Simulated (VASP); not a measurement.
# LiLaCdAs2 (P3m1) in VASP: a series of runs

LiLaCdAs2 is run at these levels: PBE; tasks: single point, relaxation of shape and atoms at fixed volume, relaxation of cell and atoms.

Program: VASP 6.6.1. These are calculated values, not measurements. Logs are shortened: lines on timing, memory, paths and dates and some standing lists are left out, and cuts for length are marked.

### 1 The cell of the first run

Symmetry: P3m1, No. 156, trigonal system. Conventional cell: a = 4.431 Å, b = 4.431 Å, c = 7.147 Å, α = 90.00°, β = 90.00°, γ = 120.00°. Li (site symmetry 3m) has 4 As at 2.71 to 2.81 Å and 3 Cd at 3.12 Å and 3 La at 3.62 Å within 3.7 Å. Within 4.0 Å of La (site symmetry 3m) lie 6 As at 3.05 to 3.11 Å and 3 Li at 3.62 Å and 3 Cd at 3.79 Å. Cd (site symmetry 3m) has 4 As at 2.69 to 2.76 Å and 3 Li at 3.12 Å within 3.5 Å. As (site symmetry 3m) has 1 Cd at 2.69 Å and 3 Li at 2.71 Å and 3 La at 3.05 Å within 3.5 Å. As (site symmetry 3m) has 3 Cd at 2.76 Å and 1 Li at 2.81 Å and 3 La at 3.11 Å within 3.6 Å.

### 2 Single point, PBE

Contents of INCAR:

```
  PREC = Accurate
  ENCUT = 520
  EDIFF = 1E-7
  ISMEAR = 0
  SIGMA = 0.01
  LREAL = F
  LASPH = T
  NELM = 100
  ALGO = Normal
  ISIF = 2
  LWAVE = F
  LCHARG = T
  GGA = PE
  LELF = T
  LVHAR = T
  NBANDS = 26
```

Contents of KPOINTS:

```
regular mesh
0
Gamma
  6 6 4
```

Contents of POSCAR:

```
LiLaCdAs2
1.0
    4.4310742158      0.0000000000      0.0000000000
   -2.2155371079      3.8374228369      0.0000000000
    0.0000000000      0.0000000000      7.1472436724
Li La Cd As
1 1 1 2
Direct
    0.6666666667      0.3333333333      0.3677242574
    0.0000000000      0.0000000000      0.0101134544
    0.3333333333      0.6666666667      0.6181540973
    0.3333333333      0.6666666667      0.2424808029
    0.6666666667      0.3333333333      0.7615283781
```

Potentials or basis: VASP PAW PBE potentials, release 64 (Li_sv, La, Cd, As).

On the command line:

```
cat potpaw_PBE.64/Li_sv/POTCAR potpaw_PBE.64/La/POTCAR potpaw_PBE.64/Cd/POTCAR potpaw_PBE.64/As/POTCAR > POTCAR
mpirun -np 1 vasp_std > vasp.out
```

OUTCAR:

```text
PREC = Accurate
   ENCUT = 520
   EDIFF = 1E-7
   ISMEAR = 0
   LREAL = F
   LASPH = T
   NELM = 100
   ISIF = 2
   GGA = PE

 ion  position               nearest neighbor table
   1  0.667  0.333  0.368-   4 2.71   4 2.71   4 2.71   3 3.12   3 3.12   3 3.12
   2  0.000  0.000  0.010-   4 3.05   4 3.05   4 3.05   5 3.11   5 3.11   5 3.11
   3  0.333  0.667  0.618-   4 2.69   5 2.76   5 2.76   5 2.76   1 3.12   1 3.12   1 3.12
   4  0.333  0.667  0.242-   3 2.69   1 2.71   1 2.71   1 2.71   2 3.05   2 3.05   2 3.05
   5  0.667  0.333  0.762-   3 2.76   3 2.76   3 2.76   2 3.11   2 3.11   2 3.11

  LATTYP: Found a hexagonal cell.
 ALAT       =     4.4310742158
 C/A-ratio  =     1.6129821629

  Lattice vectors:

 A1 = (   4.4310742158,   0.0000000000,   0.0000000000)
 A2 = (  -2.2155371079,   3.8374228369,   0.0000000000)
 A3 = (   0.0000000000,   0.0000000000,   7.1472436724)

Analysis of symmetry for initial positions (statically):
=====================================================================
 Subroutine PRICEL returns:
 Original cell was already a primitive cell.

 Routine SETGRP: Setting up the symmetry group for a
 hexagonal supercell.

 Subroutine GETGRP returns: Found  6 space group operations
 (whereof  6 operations were pure point group operations)
 out of a pool of 24 trial point group operations.

The static configuration has the point symmetry C_3v.

Analysis of symmetry for dynamics (positions and initial velocities):
=====================================================================
 Subroutine PRICEL returns:
 Original cell was already a primitive cell.

 Routine SETGRP: Setting up the symmetry group for a
 hexagonal supercell.

 Subroutine GETGRP returns: Found  6 space group operations
 (whereof  6 operations were pure point group operations)
 out of a pool of 24 trial point group operations.

The dynamic configuration has the point symmetry C_3v.

 Subroutine INISYM returns: Found  6 space group operations
 (whereof  6 operations are pure point group operations),
 and found     1 'primitive' translations

----------------------------------------------------------------------------------------

                                     Primitive cell

  volume of cell :     121.5311

  direct lattice vectors                    reciprocal lattice vectors
     4.431074216  0.000000000  0.000000000     0.225678910  0.130295780  0.000000000
    -2.215537108  3.837422837  0.000000000     0.000000000  0.260591559  0.000000000
     0.000000000  0.000000000  7.147243672     0.000000000  0.000000000  0.139914077

  length of vectors
     4.431074216  4.431074216  7.147243672     0.260591559  0.260591559  0.139914077

  position of ions in fractional coordinates (direct lattice)
     0.666666667  0.333333333  0.367724257
     0.000000000  0.000000000  0.010113454
     0.333333333  0.666666667  0.618154097
     0.333333333  0.666666667  0.242480803
     0.666666667  0.333333333  0.761528378

  ion indices of the primitive-cell ions
   primitive index   ion index
                 1           1
                 2           2
                 3           3
                 4           4
                 5           5

----------------------------------------------------------------------------------------

 KPOINTS: regular mesh

Automatic generation of k-mesh.
 Grid dimensions read from file:
 generate k-points for:    6    6    4

 Generating k-lattice:

  Cartesian coordinates                     Fractional coordinates (reciprocal lattice)
     0.037613152  0.021715963  0.000000000     0.166666667  0.000000000  0.000000000
     0.000000000  0.043431927  0.000000000     0.000000000  0.166666667  0.000000000
     0.000000000  0.000000000  0.034978519     0.000000000  0.000000000  0.250000000

  Length of vectors
     0.043431927  0.043431927  0.034978519

  Shift w.r.t. Gamma in fractional coordinates (k-lattice)
     0.000000000  0.000000000  0.000000000

 Subroutine IBZKPT returns following result:
 ===========================================

 Found     24 irreducible k-points:

 Following reciprocal coordinates:
            Coordinates               Weight
  0.000000  0.000000  0.000000      1.000000
  0.166667  0.000000  0.000000      6.000000
  0.333333 -0.000000  0.000000      6.000000
  0.500000  0.000000  0.000000      3.000000
  0.166667  0.166667  0.000000      6.000000
  0.333333  0.166667  0.000000     12.000000
[... 16 lines left out ...]
  0.333333  0.166667  0.500000     12.000000
  0.333333  0.333333  0.500000      2.000000
   k-points           NKPTS =     24   k-points in BZ     NKDIM =     24   number of bands    NBANDS=     26
   number of dos      NEDOS =    301   number of ions     NIONS =      5
   total plane-waves  NPLWV =  69984
   dimension x,y,z NGX =    36 NGY =   36 NGZ =   54
   dimension x,y,z NGXF=    72 NGYF=   72 NGZF=  108
   ions per type =               1   1   1   2
   NGX,Y,Z   is equivalent  to a cutoff of  13.51, 13.51, 12.56 a.u.
   NGXF,Y,Z  is equivalent  to a cutoff of  27.01, 27.01, 25.12 a.u.
 SYSTEM =  unknown system
   PREC   = accura    normal or accurate (medium, high low for compatibility)
   ISTART =      0    job   : 0-new  1-cont  2-samecut
   ICHARG =      2    charge: 1-file 2-atom 10-const
   ISPIN  =      1    spin polarized calculation?
   LNONCOLLINEAR =      F non collinear calculations
   LSORBIT =      F    spin-orbit coupling
   LASPH  =      T    aspherical Exc in radial PAW
   ENCUT  =  520.0 eV  38.22 Ry    6.18 a.u.   8.24  8.24 13.29*2*pi/ulx,y,z
   NELM   =    100;   NELMIN=  2; NELMDL= -5     # of ELM steps
   EDIFF  = 0.1E-06   stopping-criterion for ELM
   LREAL  =      F    real-space projection
   EDIFFG = 0.1E-05   stopping-criterion for IOM
   NSW    =      0    number of steps for IOM
   IBRION =     -1    ionic relax: 0-MD 1-quasi-New 2-CG
   NFREE  =      0    steps in history (QN), initial steepest desc. (CG)
   ISIF   =      2    stress and relaxation
   ISYM   =      2    0-nonsym 1-usesym 2-fastsym
   POTIM  = 0.5000    time-step for ionic-motion
   TEBEG  =    0.0;   TEEND  =   0.0 temperature during run
   PSTRESS=    0.0 pullay stress
   NELECT =      36.0000    total number of electrons
   NUPDOWN=      -1.0000    fix difference up-down
   EMIN   =  10.00;   EMAX   =-10.00  energy-range for DOS
   EFERMI =   0.00;   METHOD = LEGACY
   ISMEAR =     0;   SIGMA  =   0.01  broadening in eV -4-tet -1-fermi 0-gaus
   EFERMI_NEDOS =   21; number of points for ismear=-14 and -15
   IALGO  =     38    algorithm
   IMIX   =      4    mixing-type and parameters
     AMIX     =   0.40;   BMIX     =  1.00
     AMIX_MAG =   1.60;   BMIX_MAG =  1.00
  volume/ion in A,a.u.               =      24.31       164.03
  Fermi-wavevector in a.u.,A,eV,Ry     =   1.091306  2.062269 16.203844  1.190949
  Thomas-Fermi vector in A             =   2.227549
   LORBIT       =      0    0 simple, 1 ext, 2 COOP (PROOUT), +10 PAW based schemes
   GGA     = PE    functional components
   LHFCALC =     F    Hartree Fock is set to
   AEXX    =    0.0000 exact exchange contribution
   IVDW    =     0    specifies the selected vdW correction
   LEPSILON=     F    determine dielectric tensor
   LRPA    =     F    only Hartree local field effects (RPA)
 non-spin polarized calculation
 Gauss-broadening in eV      SIGMA  =   0.01
  energy-cutoff  :      520.00
  volume of cell :      121.53
 maximum number of plane-waves:      3297
 NGX is ok and might be reduce to    36
   NGX = 17   NGY = 17   NGZ = 27

 number of electron      36.0000008 magnetization

 Free energy of the ion-electron system (eV)
  ---------------------------------------------------
  ext. energy  EPLUGINS =         0.00000000
  ---------------------------------------------------
  free energy    TOTEN  =       -21.49236894 eV

  energy without entropy =      -21.49236894  energy(sigma->0) =      -21.49236894

 E-fermi :   4.2608     XC(G=0):  -9.4193

 val. band max:        4.1551998453   @ k =   0.0000   0.0000   0.0000
 cond. band min:       5.0577478047   @ k =   0.5000   0.0000   0.5000
 fundamental gap:      0.9025479594
 Fermi energy:         4.2607577512

 k-point     1 :       0.0000    0.0000    0.0000
  band No.  band energies     occupation
      1     -41.5205      2.00000
      2     -28.2557      2.00000
      3     -12.1756      2.00000
      4     -11.8824      2.00000
      5     -11.8824      2.00000
      6      -6.5338      2.00000
[... 18 lines left out ...]
     25       6.5392      0.00000
     26       6.7504      0.00000

 k-point     2 :       0.1667    0.0000    0.0000
  band No.  band energies     occupation
      1     -41.5204      2.00000
      2     -28.2506      2.00000
      3     -12.1454      2.00000
      4     -11.9834      2.00000
      5     -11.9007      2.00000
      6      -6.3944      2.00000
[... 18 lines left out ...]
     25       6.6032      0.00000
     26       6.7628      0.00000

 k-point     3 :       0.3333   -0.0000    0.0000
  band No.  band energies     occupation
      1     -41.5203      2.00000
      2     -28.2405      2.00000
      3     -12.1781      2.00000
      4     -12.0774      2.00000
      5     -11.9370      2.00000
      6      -6.2164      2.00000
[... 18 lines left out ...]
     25       6.6716      0.00000
     26       6.7754      0.00000

 k-point     4 :       0.5000    0.0000    0.0000
  band No.  band energies     occupation
      1     -41.5203      2.00000
      2     -28.2354      2.00000
      3     -12.2658      2.00000
      4     -12.0464      2.00000
      5     -11.9549      2.00000
      6      -6.1931      2.00000
[... 18 lines left out ...]
     25       6.6883      0.00000
     26       6.7850      0.00000
[... 496 lines left out ...]
      1     -41.5203      2.00000
      2     -28.2430      2.00000
      3     -12.1073      2.00000
      4     -12.1021      2.00000
      5     -11.9467      2.00000
      6      -6.2219      2.00000
[... 18 lines left out ...]
     25       6.6381      0.00000
     26       6.8013      0.00000

 k-point    23 :       0.3333    0.1667    0.5000
  band No.  band energies     occupation
      1     -41.5203      2.00000
      2     -28.2354      2.00000
      3     -12.2135      2.00000
      4     -12.0519      2.00000
      5     -12.0070      2.00000
      6      -6.1809      2.00000
[... 18 lines left out ...]
     25       6.6668      0.00000
     26       6.8325      0.00000

 k-point    24 :       0.3333    0.3333    0.5000
  band No.  band energies     occupation
      1     -41.5203      2.00000
      2     -28.2329      2.00000
      3     -12.1447      2.00000
      4     -12.1350      2.00000
      5     -12.0352      2.00000
      6      -6.1386      2.00000
[... 18 lines left out ...]
     25       6.6681      0.00000
     26       6.8836      0.00000

------------------------ aborting loop because EDIFF is reached ----------------------------------------

  FORCE on cell =-STRESS in cart. coord.  units (eV):
  Direction    XX          YY          ZZ          XY          YZ          ZX
  --------------------------------------------------------------------------------------
  -------------------------------------------------------------------------------------
  Total        0.0512910      0.0512910      0.0857053      0.0000000      0.0000000      0.0000000
  in kB        0.6761835      0.6761835      1.1298767      0.0000000      0.0000000      0.0000000
  external PRESSURE =       0.8274146 kB  Pullay stress =       0.0000000 kB

 VOLUME and BASIS-vectors are now :
 -----------------------------------------------------------------------------
  energy-cutoff  :      520.00
  volume of cell :      121.53
      direct lattice vectors                 reciprocal lattice vectors
     4.431074216  0.000000000  0.000000000     0.225678910  0.130295780  0.000000000
    -2.215537108  3.837422837  0.000000000     0.000000000  0.260591559  0.000000000
     0.000000000  0.000000000  7.147243672     0.000000000  0.000000000  0.139914077

 POSITION                                       TOTAL-FORCE (eV/Angst)
 -----------------------------------------------------------------------------------
      2.21554      1.27914      2.62821        -0.000000     -0.000000     -0.001083
      0.00000      0.00000      0.07228        -0.000000      0.000000      0.000940
     -0.00000      2.55828      4.41810         0.000000     -0.000000      0.004400
     -0.00000      2.55828      1.73307         0.000000     -0.000000     -0.025585
      2.21554      1.27914      5.44283         0.000000     -0.000000      0.021328
 -----------------------------------------------------------------------------------
    total drift:                               -0.000000     -0.000000      0.000081

  FREE ENERGIE OF THE ION-ELECTRON SYSTEM (eV)
  ---------------------------------------------------
  free  energy   TOTEN  =       -21.4923689377 eV

  energy  without entropy=      -21.4923689377  energy(sigma->0) =      -21.49236894
```

It took 60 s on 1 thread of Intel Xeon 6975P-C (Granite Rapids), shared host; peak memory 0.32 GiB.

What came out:

```
Free energy            : -21.4924 eV
Largest force          : 0.026 eV/Å
Band gap on the k mesh : 0.90 eV (least direct gap 0.93 eV)
```

Forces on the atoms (eV/Å):
```
Li   0.000  0.000 -0.001
La   0.000  0.000  0.001
Cd   0.000  0.000  0.004
As   0.000  0.000 -0.026
As   0.000  0.000  0.021
```

Levels at points of the mesh, in eV from the valence-band top:
```csv
k point,band 15,band 16,band 17,band 18,band 19,band 20,band 21,band 22
"(0.00, 0.00, 0.00)",-1.60,-0.24,0.00,0.00,0.93,1.93,2.06,2.06
"(0.50, 0.00, 0.00)",-2.03,-1.75,-1.65,-1.12,1.14,2.20,2.29,2.36
"(0.00, 0.00, 0.50)",-1.37,-1.37,-0.46,-0.46,1.47,1.98,1.98,2.01
"(0.50, 0.00, 0.50)",-2.06,-2.02,-0.61,-0.50,0.90,1.89,2.27,2.31
```

Caveat: the cutoff is under 1.25 times the usual one of these potentials, so pressure, stress and relaxed cells hold a basis-set (Pulay) error; spin-orbit coupling is left out, which moves the levels of the heavy elements. A k mesh can miss the band edges.

(Continued in part 2 of 2.)
